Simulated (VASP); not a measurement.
# AlN in VASP: notebook

AlN is run at these levels: r2SCAN, PBE; tasks: single point.

All numbers are computed with VASP 6.6.1; they aren't measurements. Logs are shortened: lines on timing, memory, paths and dates and some standing lists are left out, and cuts for length are marked.

### 1 The cell of the first run

The structure is cubic, space group F-43m (No. 216). Conventional cell: a = 4.432 Å, b = 4.432 Å, c = 4.432 Å, α = 90.00°, β = 90.00°, γ = 90.00°. Within 2.5 Å of Al (site symmetry -43m) lie 4 N at 1.92 Å. Within 2.5 Å of N (site symmetry -43m) lie 4 Al at 1.92 Å.

### 2 Single point, r2SCAN (strain +1.4%)

POSCAR

```
AlN
1.0
    0.0000000000      2.2159017290      2.2159017290
    2.2159017290      0.0000000000      2.2159017290
    2.2159017290      2.2159017290      0.0000000000
Al N
1 1
Direct
    0.0000000000      0.0000000000      0.0000000000
    0.7500000000      0.7500000000      0.7500000000
```

INCAR.step1

```
SYSTEM = AlN
PREC = Accurate
ENCUT = 520
ISMEAR = 0
SIGMA = 0.01
LREAL = .False.
LASPH = .True.
NELM = 60
NBANDS = 11
GGA = PE
ALGO = Normal
EDIFF = 1E-4
LWAVE = .True.
LCHARG = .False.
```

INCAR.step2

```
SYSTEM = AlN
PREC = Accurate
ENCUT = 520
EDIFF = 1E-7
ISMEAR = 0
SIGMA = 0.01
LREAL = .False.
LASPH = .True.
NELM = 60
ALGO = Normal
ISIF = 2
LWAVE = .False.
LCHARG = .False.
METAGGA = R2SCAN
LMIXTAU = .True.
NBANDS = 11
ISTART = 1
```

KPOINTS

```
regular mesh
0
Gamma
  10 10 10
  0 0 0
```

Potentials or basis: VASP PAW PBE potentials, release 64 (Al, N).

Run with:

```console
$ cat potpaw_PBE.64/Al/POTCAR potpaw_PBE.64/N/POTCAR > POTCAR
$ cp INCAR.step1 INCAR
$ mpirun -np 1 vasp_std > vasp.out
$ cp INCAR.step2 INCAR
$ mpirun -np 1 vasp_std > vasp.out
```

OUTCAR:

```text
SYSTEM = AlN
   PREC = Accurate
   ENCUT = 520
   EDIFF = 1E-7
   ISMEAR = 0
   LREAL = .False.
   LASPH = .True.
   NELM = 60
   ISIF = 2
   METAGGA = R2SCAN
   ISTART = 1

 ion  position               nearest neighbor table
   1  0.000  0.000  0.000-   2 1.92   2 1.92   2 1.92   2 1.92
   2  0.750  0.750  0.750-   1 1.92   1 1.92   1 1.92   1 1.92

  LATTYP: Found a face centered cubic cell.
 ALAT       =     4.4318034580

  Lattice vectors:

 A1 = (   0.0000000000,   2.2159017290,   2.2159017290)
 A2 = (   2.2159017290,   0.0000000000,   2.2159017290)
 A3 = (   2.2159017290,   2.2159017290,   0.0000000000)

Analysis of symmetry for initial positions (statically):
=====================================================================
 Subroutine PRICEL returns:
 Original cell was already a primitive cell.

 Routine SETGRP: Setting up the symmetry group for a
 face centered cubic supercell.

 Subroutine GETGRP returns: Found 24 space group operations
 (whereof 24 operations were pure point group operations)
 out of a pool of 48 trial point group operations.

The static configuration has the point symmetry T_d .

Analysis of symmetry for dynamics (positions and initial velocities):
=====================================================================
 Subroutine PRICEL returns:
 Original cell was already a primitive cell.

 Routine SETGRP: Setting up the symmetry group for a
 face centered cubic supercell.

 Subroutine GETGRP returns: Found 24 space group operations
 (whereof 24 operations were pure point group operations)
 out of a pool of 48 trial point group operations.

The dynamic configuration has the point symmetry T_d .

 Subroutine INISYM returns: Found 24 space group operations
 (whereof 24 operations are pure point group operations),
 and found     1 'primitive' translations

----------------------------------------------------------------------------------------

                                     Primitive cell

  volume of cell :      21.7611

  direct lattice vectors                    reciprocal lattice vectors
     0.000000000  2.215901729  2.215901729    -0.225641775  0.225641775  0.225641775
     2.215901729  0.000000000  2.215901729     0.225641775 -0.225641775  0.225641775
     2.215901729  2.215901729  0.000000000     0.225641775  0.225641775 -0.225641775

  length of vectors
     3.133758278  3.133758278  3.133758278     0.390823019  0.390823019  0.390823019

  position of ions in fractional coordinates (direct lattice)
     0.000000000  0.000000000  0.000000000
     0.750000000  0.750000000  0.750000000

  ion indices of the primitive-cell ions
   primitive index   ion index
                 1           1
                 2           2

----------------------------------------------------------------------------------------

 KPOINTS: regular mesh

Automatic generation of k-mesh.
 Grid dimensions read from file:
 generate k-points for:   10   10   10

 Generating k-lattice:

  Cartesian coordinates                     Fractional coordinates (reciprocal lattice)
    -0.022564178  0.022564178  0.022564178     0.100000000  0.000000000  0.000000000
     0.022564178 -0.022564178  0.022564178     0.000000000  0.100000000  0.000000000
     0.022564178  0.022564178 -0.022564178     0.000000000  0.000000000  0.100000000

  Length of vectors
     0.039082302  0.039082302  0.039082302

  Shift w.r.t. Gamma in fractional coordinates (k-lattice)
     0.000000000  0.000000000  0.000000000

 Subroutine IBZKPT returns following result:
 ===========================================

 Found     47 irreducible k-points:

 Following reciprocal coordinates:
            Coordinates               Weight
  0.000000  0.000000  0.000000      1.000000
  0.100000  0.000000  0.000000      8.000000
  0.200000  0.000000  0.000000      8.000000
  0.300000  0.000000  0.000000      8.000000
  0.400000  0.000000  0.000000      8.000000
  0.500000  0.000000  0.000000      4.000000
[... 16 lines left out ...]
  0.300000  0.300000  0.000000      6.000000
  0.400000  0.300000  0.000000     24.000000
 [... further k-points ...]
   k-points           NKPTS =     47   k-points in BZ     NKDIM =     47   number of bands    NBANDS=     11
   number of dos      NEDOS =    301   number of ions     NIONS =      2
   total plane-waves  NPLWV =  13824
   dimension x,y,z NGX =    24 NGY =   24 NGZ =   24
   dimension x,y,z NGXF=    48 NGYF=   48 NGZF=   48
   ions per type =               1   1
   NGX,Y,Z   is equivalent  to a cutoff of  12.73, 12.73, 12.73 a.u.
   NGXF,Y,Z  is equivalent  to a cutoff of  25.46, 25.46, 25.46 a.u.
 SYSTEM =  AlN
   PREC   = accura    normal or accurate (medium, high low for compatibility)
   ISTART =      1    job   : 0-new  1-cont  2-samecut
   ICHARG =      0    charge: 1-file 2-atom 10-const
   ISPIN  =      1    spin polarized calculation?
   LNONCOLLINEAR =      F non collinear calculations
   LSORBIT =      F    spin-orbit coupling
   LASPH  =      T    aspherical Exc in radial PAW
   ENCUT  =  520.0 eV  38.22 Ry    6.18 a.u.   5.83  5.83  5.83*2*pi/ulx,y,z
   NELM   =     60;   NELMIN=  2; NELMDL=  0     # of ELM steps
   EDIFF  = 0.1E-06   stopping-criterion for ELM
   LREAL  =      F    real-space projection
   EDIFFG = 0.1E-05   stopping-criterion for IOM
   NSW    =      0    number of steps for IOM
   IBRION =     -1    ionic relax: 0-MD 1-quasi-New 2-CG
   NFREE  =      0    steps in history (QN), initial steepest desc. (CG)
   ISIF   =      2    stress and relaxation
   ISYM   =      2    0-nonsym 1-usesym 2-fastsym
   POTIM  = 0.5000    time-step for ionic-motion
   TEBEG  =    0.0;   TEEND  =   0.0 temperature during run
   PSTRESS=    0.0 pullay stress
   NELECT =       8.0000    total number of electrons
   NUPDOWN=      -1.0000    fix difference up-down
   EMIN   =  10.00;   EMAX   =-10.00  energy-range for DOS
   EFERMI =   0.00;   METHOD = LEGACY
   ISMEAR =     0;   SIGMA  =   0.01  broadening in eV -4-tet -1-fermi 0-gaus
   EFERMI_NEDOS =   21; number of points for ismear=-14 and -15
   IALGO  =     38    algorithm
   IMIX   =      4    mixing-type and parameters
     AMIX     =   0.40;   BMIX     =  1.00
     AMIX_MAG =   1.60;   BMIX_MAG =  1.00
  volume/ion in A,a.u.               =      10.88        73.43
  Fermi-wavevector in a.u.,A,eV,Ry     =   1.172765  2.216205 18.713150  1.375378
  Thomas-Fermi vector in A             =   2.309189
   LORBIT       =      0    0 simple, 1 ext, 2 COOP (PROOUT), +10 PAW based schemes
   METAGGA = R2SCAN    functional components
   LHFCALC =     F    Hartree Fock is set to
   AEXX    =    0.0000 exact exchange contribution
   IVDW    =     0    specifies the selected vdW correction
   LEPSILON=     F    determine dielectric tensor
   LRPA    =     F    only Hartree local field effects (RPA)
 non-spin polarized calculation
 Gauss-broadening in eV      SIGMA  =   0.01
  energy-cutoff  :      520.00
  volume of cell :       21.76
 maximum number of plane-waves:       600
   NGX = 11   NGY = 11   NGZ = 11

 number of electron       8.0000002 magnetization

 Free energy of the ion-electron system (eV)
  ---------------------------------------------------
  ext. energy  EPLUGINS =         0.00000000
  ---------------------------------------------------
  free energy    TOTEN  =       -19.15453794 eV

  energy without entropy =      -19.15453794  energy(sigma->0) =      -19.15453794

 E-fermi :   5.3470     XC(G=0): -11.2230

 val. band max:        5.2950619483   @ k =   0.0000   0.0000   0.0000
 cond. band min:       9.1939865413   @ k =   0.5000   0.5000   0.0000
 fundamental gap:      3.8989245930
 Fermi energy:         5.3470280984

 k-point     1 :       0.0000    0.0000    0.0000
  band No.  band energies     occupation
      1     -10.1984      2.00000
      2       5.2951      2.00000
      3       5.2951      2.00000
      4       5.2951      2.00000
      5       9.7859      0.00000
      6      18.3744      0.00000
      7      18.3744      0.00000
      8      18.3744      0.00000
      9      23.4712      0.00000
     10      23.4712      0.00000
     11      25.0887      0.00000

 k-point     2 :       0.1000    0.0000    0.0000
  band No.  band energies     occupation
      1     -10.0595      2.00000
      2       4.4969      2.00000
      3       5.2433      2.00000
      4       5.2433      2.00000
      5      10.4542      0.00000
      6      17.9971      0.00000
      7      18.5096      0.00000
      8      18.5096      0.00000
      9      22.2757      0.00000
     10      22.2757      0.00000
     11      24.3022      0.00000

 k-point     3 :       0.2000    0.0000    0.0000
  band No.  band energies     occupation
      1      -9.6661      2.00000
      2       2.9099      2.00000
      3       5.1146      2.00000
      4       5.1146      2.00000
      5      11.6208      0.00000
      6      17.2203      0.00000
      7      18.4403      0.00000
      8      18.4403      0.00000
      9      21.7623      0.00000
     10      21.7623      0.00000
     11      23.4139      0.00000

 k-point     4 :       0.3000    0.0000    0.0000
  band No.  band energies     occupation
      1      -9.1030      2.00000
      2       1.2958      2.00000
      3       4.9666      2.00000
      4       4.9666      2.00000
      5      12.5129      0.00000
      6      16.4937      0.00000
      7      17.7778      0.00000
      8      17.7778      0.00000
      9      22.8500      0.00000
     10      22.8500      0.00000
     11      23.2145      0.00000

 k-point     5 :       0.4000    0.0000    0.0000
  band No.  band energies     occupation
      1      -8.5537      2.00000
      2       0.0601      2.00000
      3       4.8547      2.00000
      4       4.8547      2.00000
      5      12.9664      0.00000
      6      15.9895      0.00000
      7      17.1775      0.00000
      8      17.1775      0.00000
      9      23.6622      0.00000
     10      24.7384      0.00000
     11      24.7384      0.00000
[... 211 lines left out ...]
 k-point    21 :      -0.3000    0.2000    0.0000
  band No.  band energies     occupation
      1      -8.4069      2.00000
      2       0.7822      2.00000
      3       3.1445      2.00000
      4       4.7771      2.00000
      5      13.7662      0.00000
      6      14.7988      0.00000
      7      17.6388      0.00000
      8      18.1285      0.00000
      9      22.2970      0.00000
     10      24.6764      0.00000
     11      27.2396      0.00000

 k-point    22 :      -0.2000    0.2000    0.0000
  band No.  band energies     occupation
      1      -8.9173      2.00000
      2       1.5883      2.00000
      3       3.6398      2.00000
      4       5.0387      2.00000
      5      13.3057      0.00000
      6      15.7681      0.00000
      7      17.2608      0.00000
      8      18.3090      0.00000
      9      20.8607      0.00000
     10      24.4058      0.00000
     11      27.2675      0.00000

 k-point    23 :       0.3000    0.3000    0.0000
  band No.  band energies     occupation
      1      -8.7495      2.00000
      2       1.8065      2.00000
      3       4.0675      2.00000
      4       4.0675      2.00000
      5      11.1469      0.00000
      6      15.5664      0.00000
      7      17.6748      0.00000
      8      20.3990      0.00000
      9      20.3990      0.00000
     10      26.2297      0.00000
     11      29.6060      0.00000

 k-point    24 :       0.4000    0.3000    0.0000
  band No.  band energies     occupation
      1      -8.3274      2.00000
      2       1.1945      2.00000
      3       3.6216      2.00000
      4       3.9043      2.00000
      5      10.7574      0.00000
      6      15.4063      0.00000
      7      18.0573      0.00000
      8      20.4877      0.00000
      9      21.0217      0.00000
     10      27.2279      0.00000
     11      29.3822      0.00000

 [... further k-points ...]

------------------------ aborting loop because EDIFF is reached ----------------------------------------

  FORCE on cell =-STRESS in cart. coord.  units (eV):
  Direction    XX          YY          ZZ          XY          YZ          ZX
  --------------------------------------------------------------------------------------
  -------------------------------------------------------------------------------------
  Total       -1.1669522     -1.1669522     -1.1669522      0.0000000     -0.0000000     -0.0000000
  in kB      -85.9176088    -85.9176088    -85.9176088      0.0000000     -0.0000000     -0.0000000
  external PRESSURE =     -85.9176088 kB  Pullay stress =       0.0000000 kB

 VOLUME and BASIS-vectors are now :
 -----------------------------------------------------------------------------
  energy-cutoff  :      520.00
  volume of cell :       21.76
      direct lattice vectors                 reciprocal lattice vectors
     0.000000000  2.215901729  2.215901729    -0.225641775  0.225641775  0.225641775
     2.215901729  0.000000000  2.215901729     0.225641775 -0.225641775  0.225641775
     2.215901729  2.215901729  0.000000000     0.225641775  0.225641775 -0.225641775

 POSITION                                       TOTAL-FORCE (eV/Angst)
 -----------------------------------------------------------------------------------
      0.00000      0.00000      0.00000        -0.000000      0.000000      0.000000
      3.32385      3.32385      3.32385         0.000000     -0.000000     -0.000000
 -----------------------------------------------------------------------------------
    total drift:                               -0.000002     -0.000002     -0.000002

  FREE ENERGIE OF THE ION-ELECTRON SYSTEM (eV)
  ---------------------------------------------------
  free  energy   TOTEN  =       -19.1545379398 eV

  energy  without entropy=      -19.1545379398  energy(sigma->0) =      -19.15453794
```

Wall time 2.5 min (1 thread of AMD EPYC 7R13, shared host); peak memory 0.11 GiB.

Results:

```
Free energy            : -19.1545 eV
Pressure               : -8.6 GPa
Band gap on the k mesh : 3.90 eV, indirect (least direct gap 4.49 eV)
```

Levels at points of the mesh, in eV from the valence-band top:
| k point | band 1 | band 2 | band 3 | band 4 | band 5 | band 6 | band 7 | band 8 |
| --- | --- | --- | --- | --- | --- | --- | --- | --- |
| (0.00, 0.00, 0.00) | -15.49 | 0.00 | 0.00 | 0.00 | 4.49 | 13.08 | 13.08 | 13.08 |
| (0.50, 0.00, 0.00) | -13.61 | -5.71 | -0.48 | -0.48 | 7.80 | 10.51 | 11.66 | 11.66 |
| (0.50, 0.50, 0.00) | -13.02 | -4.82 | -1.76 | -1.76 | 3.90 | 9.20 | 14.59 | 16.39 |

Caveat: the cell differs from its parent crystal (strain +1.4%); the PAW data sets were made with another functional, which shifts forces and pressure a little. A k mesh can miss the band edges.

(Continued in part 2 of 2.)
